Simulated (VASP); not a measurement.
NaI, 2 atoms in the cell. It takes space group Fm-3m (No. 225, cubic). The conventional cell has a = 6.207 Å, b = 6.207 Å, c = 6.207 Å, α = 90.00°, β = 90.00°, γ = 90.00°. Within 4.1 Å of Na (site symmetry m-3m) lie 6 I at 3.10 Å. I (site symmetry m-3m) has 6 Na at 3.10 Å within 4.1 Å. 

```yaml
Program: VASP 6.6.1
Task: elastic constants
Functional: PBEsol
Potentials_or_basis: VASP PAW PBE potentials, release 64 (Na_pv, I)
Cutoff: 600 eV
k_mesh: 8 × 8 × 8
Occupations: gaussian, width 0.01 eV
Spin: no spin polarisation
Dipole_correction: no
Ions_in_elastic_constants: relaxed
Further_INCAR_settings: ALGO = Normal; EDIFF = 1e-08; NBANDS = 14; IBRION = 6; POTIM = 0.015; NSW = 1; ISIF = 3
```

Potentials or basis: VASP PAW PBE potentials, release 64 (Na_pv, I).

The run is started by

```bash
$ cat potpaw_PBE.64/Na_pv/POTCAR potpaw_PBE.64/I/POTCAR > POTCAR
$ mpirun -np 1 vasp_std > vasp.out
```

Hardware: 1 thread of Intel(R) Xeon(R) 6975P-C (Granite Rapids), on a shared host.

**Question.** How long does it take, and how much memory?

**Answer.** Run time: 8.3 min on 1 thread of Intel(R) Xeon(R) 6975P-C (Granite Rapids) (shared host), peak memory 0.34 GiB. Counts: scf iterations 183, k points 29.
